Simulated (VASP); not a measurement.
# Os (Fm-3m) in VASP: a series of runs

The runs below take Os through single point, with PBEsol.

Program: VASP 6.6.1. These are calculated values, not measurements. Logs are shortened: lines on timing, memory, paths and dates and some standing lists are left out, and cuts for length are marked.

### 1 The cell of the first run

It takes space group Fm-3m (No. 225, cubic). The conventional cell has a = 3.837 Å, b = 3.837 Å, c = 3.837 Å, α = 90.00°, β = 90.00°, γ = 90.00°. Within 3.6 Å of Os (site symmetry m-3m) lie 12 Os at 2.71 Å.

This isn't the form of Os at room conditions, which is hcp.

### 2 Single point, PBEsol, non-collinear spin, zero start, spin-orbit coupling

INCAR

```
  PREC = Accurate
  ENCUT = 520
  EDIFF = 1E-6
  ISMEAR = -1
  SIGMA = 0.01
  LREAL = False
  LASPH = True
  NELM = 150
  ALGO = Normal
  ISIF = 2
  LWAVE = False
  LCHARG = True
  MAGMOM = 0 0 0
  LORBIT = 11
  LSORBIT = True
  GGA_COMPAT = False
  LORBMOM = True
  LMAXMIX = 4
  GGA = PS
  LVHAR = True
  NBANDS = 19
```

KPOINTS

```
Automatic mesh
0
Gamma
  12 12 12
```

POSCAR

```
Os
1.0
    0.0000000000      1.9187129938      1.9187129938
    1.9187129938      0.0000000000      1.9187129938
    1.9187129938      1.9187129938      0.0000000000
Os
1
Direct
    0.0000000000      0.0000000000      0.0000000000
```

Potentials or basis: VASP PAW PBE potentials, release 64 (Os).

Run with:

```
$ cat potpaw_PBE.64/Os/POTCAR > POTCAR
$ mpirun -np 1 vasp_ncl > vasp.out
```

OUTCAR:

```text
PREC = Accurate
   ENCUT = 520
   EDIFF = 1E-6
   ISMEAR = -1
   LREAL = False
   LASPH = True
   NELM = 150
   ISIF = 2
   LORBIT = 11
   LSORBIT = True
   GGA = PS

 ion  position               nearest neighbor table
   1  0.000  0.000  0.000-

  LATTYP: Found a face centered cubic cell.
 ALAT       =     3.8374259876

  Lattice vectors:

 A1 = (   0.0000000000,   1.9187129938,   1.9187129938)
 A2 = (   1.9187129938,   0.0000000000,   1.9187129938)
 A3 = (   1.9187129938,   1.9187129938,   0.0000000000)

Analysis of symmetry for initial positions (statically):
=====================================================================
 Subroutine PRICEL returns:
 Original cell was already a primitive cell.

 Routine SETGRP: Setting up the symmetry group for a
 face centered cubic supercell.

 Subroutine GETGRP returns: Found 48 space group operations
 (whereof 48 operations were pure point group operations)
 out of a pool of 48 trial point group operations.

The static configuration has the point symmetry O_h .

Analysis of symmetry for dynamics (positions and initial velocities):
=====================================================================
 Subroutine PRICEL returns:
 Original cell was already a primitive cell.

 Routine SETGRP: Setting up the symmetry group for a
 face centered cubic supercell.

 Subroutine GETGRP returns: Found 48 space group operations
 (whereof 48 operations were pure point group operations)
 out of a pool of 48 trial point group operations.

The dynamic configuration has the point symmetry O_h .

Analysis of structural, dynamic, and magnetic symmetry:
=====================================================================
 Subroutine PRICEL returns:
 Original cell was already a primitive cell.

 Routine SETGRP: Setting up the symmetry group for a
 face centered cubic supercell.

 Subroutine GETGRP returns: Found 48 space group operations
 (whereof 48 operations were pure point group operations)
 out of a pool of 48 trial point group operations.

The overall configuration has the point symmetry O_h .

 Subroutine INISYM returns: Found 48 space group operations
 (whereof 48 operations are pure point group operations),
 and found     1 'primitive' translations

----------------------------------------------------------------------------------------

                                     Primitive cell

  volume of cell :      14.1273

[... 147 lines left out ...]
      3       5.7822      1.00000
      4       5.7822      1.00000
      5       5.7822      1.00000
      6       5.7822      1.00000
[... 505 lines left out ...]
      6       6.5916      1.00000
[... 11 lines left out ...]
     18      27.2154      0.00000
     19      29.6140      0.00000

 [... further k-points ...]

------------------------ aborting loop because EDIFF is reached ----------------------------------------

  FORCE on cell =-STRESS in cart. coord.  units (eV):
  Direction    XX          YY          ZZ          XY          YZ          ZX
  --------------------------------------------------------------------------------------
  -------------------------------------------------------------------------------------
  Total       -0.4453971     -0.4453971     -0.4453971      0.0000000      0.0000000      0.0000000
  in kB      -50.5123952    -50.5123952    -50.5123952      0.0000000      0.0000000      0.0000000
  external PRESSURE =     -50.5123952 kB  Pullay stress =       0.0000000 kB

 VOLUME and BASIS-vectors are now :
 -----------------------------------------------------------------------------
  energy-cutoff  :      520.00
  volume of cell :       14.13
      direct lattice vectors                 reciprocal lattice vectors
     0.000000000  1.918712994  1.918712994    -0.260591345  0.260591345  0.260591345
     1.918712994  0.000000000  1.918712994     0.260591345 -0.260591345  0.260591345
     1.918712994  1.918712994  0.000000000     0.260591345  0.260591345 -0.260591345

 POSITION                                       TOTAL-FORCE (eV/Angst)
 -----------------------------------------------------------------------------------
      0.00000      0.00000      0.00000         0.000000      0.000000      0.000000
 -----------------------------------------------------------------------------------
    total drift:                                0.000000      0.000000      0.000000

  FREE ENERGIE OF THE ION-ELECTRON SYSTEM (eV)
  ---------------------------------------------------
  free  energy   TOTEN  =       -12.4506850155 eV

  energy  without entropy=      -12.4504398383  energy(sigma->0) =      -12.45056243

 orbital moment (x)

 # of ion     p       d       tot
 ----------------------------------------
  1         0.000   0.000   0.000
 ----------------------------------------
            0.000   0.000   0.000

 orbital moment (y)

 # of ion     p       d       tot
 ----------------------------------------
  1         0.000  -0.000  -0.000
 ----------------------------------------
            0.000  -0.000  -0.000

 orbital moment (z)

 # of ion     p       d       tot
 ----------------------------------------
  1         0.000   0.000   0.000
 ----------------------------------------
            0.000   0.000   0.000

 Spin-Orbit-Coupling matrix elements

 Ion:    1  E_soc:     -0.6760213
 l=   1
     0.0000000    -0.0435519    -0.0435519
    -0.0435519     0.0000000    -0.0435519
    -0.0435519    -0.0435519     0.0000000
 l=   2
     0.0000000    -0.0124946     0.0000000    -0.0124946    -0.0566237
    -0.0124946     0.0000000    -0.0424678    -0.0124946    -0.0141559
     0.0000000    -0.0424678     0.0000000    -0.0424678     0.0000000
    -0.0124946    -0.0124946    -0.0424678     0.0000000    -0.0141559
    -0.0566237    -0.0141559     0.0000000    -0.0141559     0.0000000
 l=   3
     0.0000000     0.0000000     0.0000000     0.0000000     0.0000000     0.0000000     0.0000000
     0.0000000     0.0000000     0.0000000     0.0000000     0.0000000     0.0000000     0.0000000
     0.0000000     0.0000000     0.0000000     0.0000000     0.0000000     0.0000000     0.0000000
     0.0000000     0.0000000     0.0000000     0.0000000     0.0000000     0.0000000     0.0000000
     0.0000000     0.0000000     0.0000000     0.0000000     0.0000000     0.0000000     0.0000000
     0.0000000     0.0000000     0.0000000     0.0000000     0.0000000     0.0000000     0.0000000
     0.0000000     0.0000000     0.0000000     0.0000000     0.0000000     0.0000000     0.0000000

 total charge

# of ion       s       p       d       tot
------------------------------------------
    1        0.659   0.771   6.004   7.434

 magnetization (x)

# of ion       s       p       d       tot
------------------------------------------
    1        0.000   0.000   0.000   0.000

 magnetization (y)

# of ion       s       p       d       tot
------------------------------------------
    1        0.000   0.000  -0.000   0.000

 magnetization (z)

# of ion       s       p       d       tot
------------------------------------------
    1        0.000  -0.000  -0.000  -0.000
```

Run time: 49 s. Hardware: 1 thread of Intel Xeon Platinum 8488C (Sapphire Rapids), shared host; peak memory 0.18 GiB.

What came out:

- Free energy: -12.4507 eV
- Pressure: -5.1 GPa
- Net moment: 0.00 μB per cell
- Valence electrons inside the program's atomic spheres: Os 7.43

Moments on the atoms (μB; x, y, z):
```
Os  0.00 0.00 0.00
```

Caveat: the cell stands under tension; the PAW data sets were made with another functional, which shifts forces and pressure a little.

### 3 Single point, PBEsol, non-collinear spin, zero start, spin-orbit coupling

This run uses another cell than the first one, of 14.42 Å³/atom.

INCAR

```
PREC = Accurate
ENCUT = 520
EDIFF = 1E-6
ISMEAR = -1
SIGMA = 0.01
LREAL = False
LASPH = True
NELM = 150
ALGO = Normal
ISIF = 2
LWAVE = False
LCHARG = True
LNONCOLLINEAR = True
MAGMOM = 0 0 0
LORBIT = 11
LSORBIT = True
GGA_COMPAT = False
LORBMOM = True
LMAXMIX = 4
GGA = PS
LVHAR = True
NBANDS = 19
```

KPOINTS is that of step 2.

POSCAR

```
Os
1.0
    0.0000000000      1.9319459154      1.9319459154
    1.9319459154      0.0000000000      1.9319459154
    1.9319459154      1.9319459154      0.0000000000
Os
1
Direct
    0.0000000000      0.0000000000      0.0000000000
```

Potentials or basis: VASP PAW PBE potentials, release 64 (Os).

Run with:

```
$ cat potpaw_PBE.64/Os/POTCAR > POTCAR
$ mpirun -np 1 vasp_ncl > vasp.out
```

OUTCAR:

```text
PREC = Accurate
   ENCUT = 520
   EDIFF = 1E-6
   ISMEAR = -1
   LREAL = False
   LASPH = True
   NELM = 150
   ISIF = 2
   LNONCOLLINEAR = True
   LORBIT = 11
   LSORBIT = True
   GGA = PS

 ion  position               nearest neighbor table
   1  0.000  0.000  0.000-

  LATTYP: Found a face centered cubic cell.
 ALAT       =     3.8638918308

  Lattice vectors:

 A1 = (   0.0000000000,   1.9319459154,   1.9319459154)
 A2 = (   1.9319459154,   0.0000000000,   1.9319459154)
 A3 = (   1.9319459154,   1.9319459154,   0.0000000000)

Analysis of symmetry for initial positions (statically):
=====================================================================
 Subroutine PRICEL returns:
 Original cell was already a primitive cell.

 Routine SETGRP: Setting up the symmetry group for a
 face centered cubic supercell.

 Subroutine GETGRP returns: Found 48 space group operations
 (whereof 48 operations were pure point group operations)
 out of a pool of 48 trial point group operations.

The static configuration has the point symmetry O_h .

Analysis of symmetry for dynamics (positions and initial velocities):
=====================================================================
 Subroutine PRICEL returns:
 Original cell was already a primitive cell.

 Routine SETGRP: Setting up the symmetry group for a
 face centered cubic supercell.

 Subroutine GETGRP returns: Found 48 space group operations
 (whereof 48 operations were pure point group operations)
 out of a pool of 48 trial point group operations.

The dynamic configuration has the point symmetry O_h .

Analysis of structural, dynamic, and magnetic symmetry:
=====================================================================
 Subroutine PRICEL returns:
 Original cell was already a primitive cell.
[... 700 lines left out ...]
  -------------------------------------------------------------------------------------
  Total       -1.1675314     -1.1675314     -1.1675314     -0.0000000      0.0000000      0.0000000
  in kB     -129.7072567   -129.7072567   -129.7072567     -0.0000000      0.0000000      0.0000000
  external PRESSURE =    -129.7072567 kB  Pullay stress =       0.0000000 kB

 VOLUME and BASIS-vectors are now :
 -----------------------------------------------------------------------------
  energy-cutoff  :      520.00
  volume of cell :       14.42
      direct lattice vectors                 reciprocal lattice vectors
     0.000000000  1.931945915  1.931945915    -0.258806417  0.258806417  0.258806417
     1.931945915  0.000000000  1.931945915     0.258806417 -0.258806417  0.258806417
     1.931945915  1.931945915  0.000000000     0.258806417  0.258806417 -0.258806417

 POSITION                                       TOTAL-FORCE (eV/Angst)
 -----------------------------------------------------------------------------------
      0.00000      0.00000      0.00000         0.000000     -0.000000      0.000000
 -----------------------------------------------------------------------------------
    total drift:                                0.000000      0.000000      0.000000

  FREE ENERGIE OF THE ION-ELECTRON SYSTEM (eV)
  ---------------------------------------------------
  free  energy   TOTEN  =       -12.4342655300 eV

  energy  without entropy=      -12.4340131612  energy(sigma->0) =      -12.43413935

 orbital moment (x)

 # of ion     p       d       tot
 ----------------------------------------
  1         0.000   0.000   0.000
 ----------------------------------------
            0.000   0.000   0.000

 orbital moment (y)

 # of ion     p       d       tot
 ----------------------------------------
  1         0.000  -0.000  -0.000
 ----------------------------------------
            0.000  -0.000  -0.000

 orbital moment (z)

 # of ion     p       d       tot
 ----------------------------------------
  1         0.000   0.000   0.000
 ----------------------------------------
            0.000   0.000   0.000

 Spin-Orbit-Coupling matrix elements

 Ion:    1  E_soc:     -0.6773182
 l=   1
     0.0000000    -0.0425445    -0.0425445
    -0.0425445     0.0000000    -0.0425445
    -0.0425445    -0.0425445     0.0000000
 l=   2
     0.0000000    -0.0126874     0.0000000    -0.0126874    -0.0576545
    -0.0126874     0.0000000    -0.0432409    -0.0126874    -0.0144136
     0.0000000    -0.0432409     0.0000000    -0.0432409     0.0000000
    -0.0126874    -0.0126874    -0.0432409     0.0000000    -0.0144136
    -0.0576545    -0.0144136     0.0000000    -0.0144136     0.0000000
 l=   3
     0.0000000     0.0000000     0.0000000     0.0000000     0.0000000     0.0000000     0.0000000
     0.0000000     0.0000000     0.0000000     0.0000000     0.0000000     0.0000000     0.0000000
     0.0000000     0.0000000     0.0000000     0.0000000     0.0000000     0.0000000     0.0000000
     0.0000000     0.0000000     0.0000000     0.0000000     0.0000000     0.0000000     0.0000000
     0.0000000     0.0000000     0.0000000     0.0000000     0.0000000     0.0000000     0.0000000
     0.0000000     0.0000000     0.0000000     0.0000000     0.0000000     0.0000000     0.0000000
     0.0000000     0.0000000     0.0000000     0.0000000     0.0000000     0.0000000     0.0000000

 total charge

# of ion       s       p       d       tot
------------------------------------------
    1        0.647   0.745   5.969   7.361

 magnetization (x)

# of ion       s       p       d       tot
------------------------------------------
    1        0.000   0.000   0.000   0.000

 magnetization (y)

# of ion       s       p       d       tot
------------------------------------------
    1        0.000   0.000  -0.000  -0.000

 magnetization (z)

# of ion       s       p       d       tot
------------------------------------------
    1        0.000   0.000  -0.000   0.000
```

OSZICAR:

```text
N       E                     dE             d eps       ncg     rms          rms(c)
DAV:   1     0.509160301675E+02    0.50916E+02   -0.35213E+03  2784   0.792E+02
DAV:   2    -0.110888363988E+02   -0.62005E+02   -0.52389E+02  2838   0.260E+02
DAV:   3    -0.131956735460E+02   -0.21068E+01   -0.20691E+01  3345   0.449E+01
DAV:   4    -0.132053247437E+02   -0.96512E-02   -0.96469E-02  3184   0.306E+00
DAV:   5    -0.132053696688E+02   -0.44925E-04   -0.44925E-04  3308   0.212E-01    0.173E+01
DAV:   6    -0.125962447420E+02    0.60912E+00   -0.37907E-01  3389   0.699E+00    0.798E+00
DAV:   7    -0.124403135407E+02    0.15593E+00   -0.20964E-01  3585   0.491E+00    0.329E+00
DAV:   8    -0.124367402465E+02    0.35733E-02   -0.32537E-03  2969   0.579E-01    0.545E-01
DAV:   9    -0.124343650318E+02    0.23752E-02   -0.14381E-03  3105   0.495E-01    0.129E-01
DAV:  10    -0.124342761114E+02    0.88920E-04   -0.23154E-05  3103   0.502E-02    0.282E-02
DAV:  11    -0.124342692225E+02    0.68889E-05   -0.21355E-06  3183   0.220E-02    0.120E-02
DAV:  12    -0.124342656203E+02    0.36022E-05   -0.74135E-07  2346   0.129E-02    0.314E-03
DAV:  13    -0.124342655300E+02    0.90288E-07   -0.25905E-08  1537   0.132E-03
   1 F= -.12434266E+02 E0= -.12434139E+02  d E =-.252369E-03  mag=    -0.0000    -0.0000     0.0000
```

stdout:

```text
POSCAR found type information on POSCAR Os
 POSCAR found :  1 types and       1 ions
 scaLAPACK will be used
 -----------------------------------------------------------------------------
|                                                                             |
|                                                                             |
|     You enforced a specific xc type in the INCAR file but a different       |
|     I HOPE YOU KNOW WHAT YOU ARE DOING!                                     |
|                                                                             |
 -----------------------------------------------------------------------------

 LDA part: xc-table for (Slater+PW92), standard interpolation
 POSCAR, INCAR and KPOINTS ok, starting setup
 FFT: planning ... GRIDC
 FFT: planning ... GRID_SOFT
 FFT: planning ... GRID
 WAVECAR not read
 entering main loop
```

It took 53 s on 1 thread of Intel Xeon Platinum 8488C (Sapphire Rapids), shared host; peak memory 0.17 GiB.

Results:

| Item | Value |
| --- | --- |
| Free energy | -12.4343 eV |
| Pressure | -13.0 GPa |
| Net moment | 0.00 μB per cell |
| Valence electrons inside the program's atomic spheres | Os 7.36 |

Moments on the atoms (μB; x, y, z):
```
Os  0.00 0.00 0.00
```

Caveat: the cell stands under tension; the PAW data sets were made with another functional, which shifts forces and pressure a little.

### 4 Single point, PBEsol, non-collinear spin, zero start, spin-orbit coupling

This run uses another cell than the first one, of 14.72 Å³/atom.

INCAR

```
SYSTEM = Os
PREC = Accurate
ENCUT = 520
EDIFF = 1E-6
ISMEAR = -1
SIGMA = 0.01
LREAL = .False.
LASPH = .True.
NELM = 150
ALGO = Fast
ISIF = 2
LWAVE = .False.
LCHARG = .False.
MAGMOM = 0 0 0
LORBIT = 11
LSORBIT = .True.
GGA_COMPAT = .False.
LORBMOM = .True.
LMAXMIX = 4
GGA = PS
NBANDS = 19
```

KPOINTS

```
Automatic mesh
0
Gamma
  12 12 12
  0 0 0
```

POSCAR

```
Os
1.0
    0.0000000000      1.9450000000      1.9450000000
    1.9450000000      0.0000000000      1.9450000000
    1.9450000000      1.9450000000      0.0000000000
Os
1
Direct
    0.0000000000      0.0000000000      0.0000000000
```

Run with:

```
$ cat potpaw_PBE.64/Os/POTCAR > POTCAR
$ mpirun -np 1 vasp_ncl > vasp.out
```

Wall time 90 s (1 thread of Intel Xeon Platinum 8488C (Sapphire Rapids), shared host); peak memory 0.18 GiB.

It converged, with:

```yaml
Free_energy: -12.4042 eV
Pressure: -20.1 GPa
Net_moment: 0.00 μB per cell
Valence_electrons_inside_the_program's_atomic_spheres: Os 7.29
```

Moments on the atoms (μB; x, y, z):
```
Os  0.00 0.00 0.00
```

Caveat: the cell stands under tension; the PAW data sets were made with another functional, which shifts forces and pressure a little.

### 5 Single point, PBEsol, non-collinear spin, zero start, spin-orbit coupling

This run uses another cell than the first one, of 15.01 Å³/atom.

INCAR

```
SYSTEM = Os
  PREC = Accurate
  ENCUT = 520
  EDIFF = 1E-6
  ISMEAR = -1
  SIGMA = 0.01
  LREAL = .FALSE.
  LASPH = .TRUE.
  NELM = 150
  ALGO = Fast
  ISIF = 2
  LWAVE = .FALSE.
  LCHARG = .FALSE.
  MAGMOM = 0 0 0
  LORBIT = 11
  LSORBIT = .TRUE.
  GGA_COMPAT = .FALSE.
  LORBMOM = .TRUE.
  LMAXMIX = 4
  GGA = PS
  NBANDS = 19
```

KPOINTS

```
regular mesh
0
G
  12 12 12
  0 0 0
```

POSCAR

```
Os
1.0
    0.0000000000      1.9578811701      1.9578811701
    1.9578811701      0.0000000000      1.9578811701
    1.9578811701      1.9578811701      0.0000000000
Os
1
Direct
    0.0000000000      0.0000000000      0.0000000000
```

Run with:

```
$ cat potpaw_PBE.64/Os/POTCAR > POTCAR
$ mpirun -np 1 vasp_ncl > vasp.out
```

It took 2.3 min on 1 thread of Intel Xeon Platinum 8488C (Sapphire Rapids), shared host; peak memory 0.21 GiB.

It converged, with:

```
Free energy                                           : -12.3621 eV
Pressure                                              : -26.1 GPa
Net moment                                            : 0.00 μB per cell
Valence electrons inside the program's atomic spheres : Os 7.23
```

Moments on the atoms (μB; x, y, z):
```
Os  0.00 0.00 0.00
```

Caveat: the cell stands under tension; the PAW data sets were made with another functional, which shifts forces and pressure a little.

### 6 Summary

```csv
cell,pressure (GPa),moment (μB)
"a = 2.713 Å, angles 60.0°, 1 atom",-5.1,0.00
"a = 2.732 Å, angles 60.0°, 1 atom",-13.0,0.00
"a = 2.751 Å, angles 60.0°, 1 atom",-20.1,0.00
"a = 2.769 Å, angles 60.0°, 1 atom",-26.1,0.00
```

Alike in all rows: task single point; level PBEsol; potentials or basis VASP PAW PBE potentials, release 64 (Os); spin non-collinear, zero start, SOC; k mesh 12 × 12 × 12; cutoff (eV) 520; smearing fermi-dirac 0.01 eV.

Caveats: the cell stands under tension; the PAW data sets were made with another functional, which shifts forces and pressure a little.

Total energies depend on the potentials used, so only differences within one code and one set of settings carry meaning.
